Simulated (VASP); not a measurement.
# C (Cm) in VASP: notebook, part 2 of 2

VASP 6.6.1.

**5. Single point, PBE**

The input, INCAR:

```
ALGO     = Normal         # electronic algorithm
EDIFF    = 1E-6           # SCF threshold, eV
ENCUT    = 520            # plane-wave cutoff, eV
GGA      = PE             # functional
ISIF     = 2              # what is computed and relaxed
ISMEAR   = 0              # smearing method
LASPH    = T              # aspherical terms in the spheres
LCHARG   = T              # write CHGCAR
LELF     = T              # ELF
LREAL    = F              # projectors in reciprocal space
LVHAR    = T            
LWAVE    = F              # write WAVECAR
NBANDS   = 31             # bands
NELM     = 60             # most SCF steps
PREC     = Accurate       # precision mode
SIGMA    = 0.05           # smearing width, eV
```

The input, KPOINTS:

```
k-points
0
Gamma
  10 10 3
```

The input, POSCAR:

```
C
1.0
   -2.5194924611      0.0000000000      0.0000000000
   -1.2597462306     -2.1819444760      0.0000000000
   -1.5746827882     -0.9091435317     10.3668212017
C
10
Direct
   -0.6308064754     -0.6308064754      0.8741755410
    0.4312564754      0.4312564754      0.7252244590
    0.0143726456      0.0143726456      0.1257456505
    0.5360773544      0.5360773544      0.4736543495
   -0.0477330820     -0.0477330820      0.2747993967
    0.5981830820      0.5981830820      0.3246006033
   -0.3183486760     -0.3183486760      0.9242768224
    0.1187986760      0.1187986760      0.6751231776
    0.3685752972      0.3685752972      0.0756592868
    0.1818747028      0.1818747028      0.5237407132
```

Potentials or basis: VASP PAW PBE potentials, release 64 (C).

Command:

```bash
cat potpaw_PBE.64/C/POTCAR > POTCAR
mpirun -np 1 vasp_std > vasp.out
```

OUTCAR:

```text
EDIFF = 1E-6
   ENCUT = 520
   GGA = PE
   ISIF = 2
   ISMEAR = 0
   LASPH = T
   LREAL = F
   NELM = 60
   PREC = Accurate

 ion  position               nearest neighbor table
   1  0.369  0.369  0.874-   2 1.54   7 1.54   7 1.54   7 1.54
   2  0.431  0.431  0.725-   1 1.54   8 1.54   8 1.54   8 1.54
   3  0.014  0.014  0.126-   9 1.54   9 1.54   9 1.54   5 1.55
   4  0.536  0.536  0.474-  10 1.54  10 1.54  10 1.54   6 1.55
   5  0.952  0.952  0.275-   6 1.54   6 1.54   6 1.54   3 1.55
   6  0.598  0.598  0.325-   5 1.54   5 1.54   5 1.54   4 1.55
[... 1040 lines left out ...]
  external PRESSURE =      40.5299922 kB  Pullay stress =       0.0000000 kB

 VOLUME and BASIS-vectors are now :
 -----------------------------------------------------------------------------
  energy-cutoff  :      520.00
  volume of cell :       56.99
      direct lattice vectors                 reciprocal lattice vectors
    -2.519492461  0.000000000  0.000000000    -0.396905335  0.229153402 -0.040192327
    -1.259746231 -2.181944476  0.000000000     0.000000000 -0.458306804 -0.040192327
    -1.574682788 -0.909143532 10.366821202     0.000000000  0.000000000  0.096461585

 POSITION                                       TOTAL-FORCE (eV/Angst)
 -----------------------------------------------------------------------------------
     -2.77182     -1.60031      9.06242         0.479325      0.276739     -0.051485
     -2.77182     -1.60031      7.51827         0.520291      0.300390     -0.514722
     -0.25233     -0.14568      1.30358         0.275850      0.159262     -0.153587
     -2.77182     -1.60031      4.91029        -0.031088     -0.017949      0.052310
     -4.03157     -2.32763      2.84880        -0.221440     -0.127849      0.361027
     -2.77182     -1.60031      3.36508         0.015375      0.008877     -0.034795
     -4.03157     -2.32763      9.58181         3.010890      1.738338     -2.422399
     -1.51207     -0.87300      6.99888         0.012331      0.007119      0.069157
     -1.51207     -0.87300      0.78435        -4.105127     -2.370096      2.753770
     -1.51207     -0.87300      5.42953         0.043594      0.025169     -0.059275
 -----------------------------------------------------------------------------------
    total drift:                                0.000011      0.000007     -0.000208

  FREE ENERGIE OF THE ION-ELECTRON SYSTEM (eV)
  ---------------------------------------------------
  free  energy   TOTEN  =       -87.1227872797 eV

  energy  without entropy=      -87.1223432099  energy(sigma->0) =      -87.12256524
```

Wall time 81 s (1 thread of Intel Xeon 6975P-C (Granite Rapids), shared host); peak memory 0.21 GiB.

Results:

| Quantity | Value |
| --- | --- |
| Free energy | -87.1228 eV |
| Pressure | 4.1 GPa |
| Largest force | 5.482 eV/Å |
| Band gap on the k mesh | zero (bands 20 and 21 overlap by 0.28 eV) |

Forces in eV/Å, atoms in the order of the input:
```
C    0.479  0.277 -0.051
C    0.520  0.300 -0.515
C    0.276  0.159 -0.154
C   -0.031 -0.018  0.052
C   -0.221 -0.128  0.361
C    0.015  0.009 -0.035
C    3.011  1.738 -2.422
C    0.012  0.007  0.069
C   -4.105 -2.370  2.754
C    0.044  0.025 -0.059
```

Caveat: the cell stands under pressure; forces of over 1 eV/Å act on the atoms, so gaps and moduli don't describe the material at rest.

**6. Single point, PBE**

The input, INCAR:

```
SYSTEM = C
ALGO     = Normal         ! electronic algorithm
EDIFF    = 1E-6           ! SCF threshold, eV
ENCUT    = 520            ! plane-wave cutoff, eV
GGA      = PE             ! functional
ISIF     = 2              ! what is computed and relaxed
ISMEAR   = 0              ! smearing method
LASPH    = .True.         ! aspherical terms in the spheres
LCHARG   = .True.         ! write CHGCAR
LELF     = .True.         ! ELF
LREAL    = .False.        ! projectors in reciprocal space
LVHAR    = .True.       
LWAVE    = .False.        ! write WAVECAR
NBANDS   = 31             ! bands
NELM     = 100            ! most SCF steps
PREC     = Accurate       ! precision mode
SIGMA    = 0.05           ! smearing width, eV
```

The input, KPOINTS:

```
k-points
0
Gamma
  10 10 3
  0 0 0
```

The input, POSCAR:

```
C
1.0
   -2.5194924611      0.0000000000      0.0000000000
   -1.2597462306     -2.1819444760      0.0000000000
    0.6297471407      0.3635846812     10.3668212017
C
10
Direct
   -0.1208998824     -0.1208998824      0.8741755410
    0.8542799024      0.8542799024      0.7252244590
    0.0877200836      0.0877200836      0.1257456505
    0.8123599364      0.8123599364      0.4736543495
    0.1125574061      0.1125574061      0.2747993967
    0.7875226139      0.7875226139      0.3246006033
    0.2207819945      0.2207819945      0.9242768224
    0.5125980255      0.5125980255      0.6751231776
    0.4127073592      0.4127073592      0.0756592868
    0.4873726608      0.4873726608      0.5237407132
```

Potentials or basis: VASP PAW PBE potentials, release 64 (C).

Command:

```bash
cat potpaw_PBE.64/C/POTCAR > POTCAR
mpirun -np 1 vasp_std > vasp.out
```

Wall time 71 s (1 thread of Intel Xeon 6975P-C (Granite Rapids), shared host); peak memory 0.21 GiB.

It converged, with:

* Free energy: -88.9681 eV
* Pressure: 1.4 GPa
* Largest force: 4.779 eV/Å
* Band gap on the k mesh: 2.13 eV (least direct gap 4.61 eV)

Forces in eV/Å, atoms in the order of the input:
```
C    0.242  0.140  0.053
C   -0.316 -0.182 -0.171
C    0.343  0.198  0.002
C    0.043  0.025  0.016
C    0.444  0.256  0.230
C   -0.005 -0.003 -0.019
C   -4.073 -2.351 -0.847
C    0.011  0.006 -0.002
C    3.341  1.929  0.747
C   -0.031 -0.018 -0.009
```

Stress tensor (GPa, compression positive):
```
-3.91 -3.98 23.93
-3.98  0.69 13.81
23.93 13.81  7.39
```

Levels at points of the mesh, in eV from the valence-band top:
```csv
k point,band 16,band 17,band 18,band 19,band 20,band 21,band 22,band 23,band 24,band 25
"(0.00, 0.00, 0.00)",-1.62,-1.45,-0.84,-0.61,0.00,4.61,5.11,5.27,5.88,6.48
"(0.50, 0.00, 0.00)",-5.56,-5.20,-4.52,-3.77,-2.90,3.88,4.41,4.89,5.61,6.30
"(0.50, 0.50, 0.00)",-5.78,-4.86,-3.91,-3.79,-2.86,2.24,4.20,5.08,5.25,5.96
```

Caveat: an odd mesh through Γ misses points on the zone boundary, where band edges can lie; forces of over 1 eV/Å act on the atoms, so gaps and moduli don't describe the material at rest.

**7. Single point, PBE**

This run uses another cell than the first one, of the same volume but with other edges.

The input, INCAR:

```
PREC = Accurate
ENCUT = 520
EDIFF = 1E-7
ISMEAR = 0
SIGMA = 0.05
LREAL = F
LASPH = T
NELM = 60
ALGO = Normal
ISIF = 2
LWAVE = F
LCHARG = T
GGA = PE
LELF = T
LVHAR = T
NBANDS = 31
```

The input, KPOINTS:

```
regular mesh
0
Gamma
  10 10 3
```

The input, POSCAR:

```
C
1.0
   -2.5194924611      0.0000000000      0.0000000000
   -1.2597462306     -2.1819444760      0.0000000000
   -1.8894933712     -1.0908995065     10.3668212017
C
10
Direct
   -0.7036252980     -0.7036252980      0.8741755410
    0.3708452780      0.3708452780      0.7252244590
    0.0038980329      0.0038980329      0.1257456505
    0.4966219471      0.4966219471      0.4736543495
   -0.0706238717     -0.0706238717      0.2747993967
    0.5711438517      0.5711438517      0.3246006033
   -0.3953409353     -0.3953409353      0.9242768224
    0.0625609153      0.0625609153      0.6751231776
    0.3622728786      0.3622728786      0.0756592868
    0.1382471014      0.1382471014      0.5237407132
```

Command:

```bash
cat potpaw_PBE.64/C/POTCAR > POTCAR
mpirun -np 1 vasp_std > vasp.out
```

It took 83 s on 1 thread of Intel Xeon 6975P-C (Granite Rapids), shared host; peak memory 0.22 GiB.

Results (log left out):

- Free energy: -88.9688 eV
- Pressure: 1.4 GPa
- Largest force: 4.784 eV/Å
- Band gap on the k mesh: 1.98 eV (least direct gap 4.61 eV)

Forces in eV/Å, atoms in the order of the input:
```
C    0.347  0.201 -0.002
C    0.441  0.255 -0.229
C    0.249  0.144 -0.054
C   -0.034 -0.020  0.013
C   -0.316 -0.182  0.174
C    0.015  0.009 -0.004
C    3.335  1.925 -0.747
C    0.001  0.001  0.013
C   -4.078 -2.354  0.847
C    0.039  0.022 -0.011
```

Stress tensor (GPa, compression positive):
```
 -3.94  -4.03 -23.89
 -4.03   0.71 -13.79
-23.89 -13.79   7.39
```

Levels at points of the mesh, in eV from the valence-band top:
```
           k point  band 17  band 18  band 19  band 20  band 21  band 22  band 23  band 24
(0.00, 0.00, 0.00)    -1.45    -0.84    -0.60     0.00     4.61     5.12     5.30     5.80
(0.50, 0.00, 0.00)    -4.74    -4.56    -3.70    -3.16     3.96     4.40     4.86     5.42
(0.50, 0.50, 0.00)    -4.77    -3.90    -3.80    -3.02     1.98     4.21     5.04     5.19
```

Caveat: an odd mesh through Γ misses points on the zone boundary, where band edges can lie; forces of over 1 eV/Å act on the atoms, so gaps and moduli don't describe the material at rest.

**8. The runs side by side**

| cell | gap on the mesh (eV) | pressure (GPa) | largest force (eV/Å) |
| --- | --- | --- | --- |
| a = 2.519, b = 2.519, c = 10.373 Å, angles 91.7, 91.7, 60.0°, 10 atoms | none | 4.1 | 5.49 |
| a = 2.519, b = 2.519, c = 10.373 Å, angles 88.3, 88.3, 60.0°, 10 atoms | none | 4.9 | 4.07 |
| a = 2.519, b = 2.519, c = 10.424 Å, angles 84.8, 84.8, 60.0°, 10 atoms | none | 4.9 | 4.06 |
| a = 2.519, b = 2.519, c = 10.525 Å, angles 81.4, 81.4, 60.0°, 10 atoms | none | 4.1 | 5.48 |
| a = 2.519, b = 2.519, c = 10.392 Å, angles 93.5, 93.5, 60.0°, 10 atoms | 2.13 | 1.4 | 4.78 |
| a = 2.519, b = 2.519, c = 10.594 Å, angles 79.7, 79.7, 60.0°, 10 atoms | 1.98 | 1.4 | 4.78 |

Alike in all rows: task single point; level PBE; potentials or basis VASP PAW PBE potentials, release 64 (C); no spin polarisation; k mesh 10 × 10 × 3; cutoff (eV) 520; smearing gaussian 0.05 eV.

Caveats: forces of over 1 eV/Å act on the atoms, so gaps and moduli don't describe the material at rest; the cell stands under pressure (at least some runs); an odd mesh through Γ misses points on the zone boundary, where band edges can lie (at least some runs).

Total energies depend on the potentials used, so only differences within one code and one set of settings carry meaning.
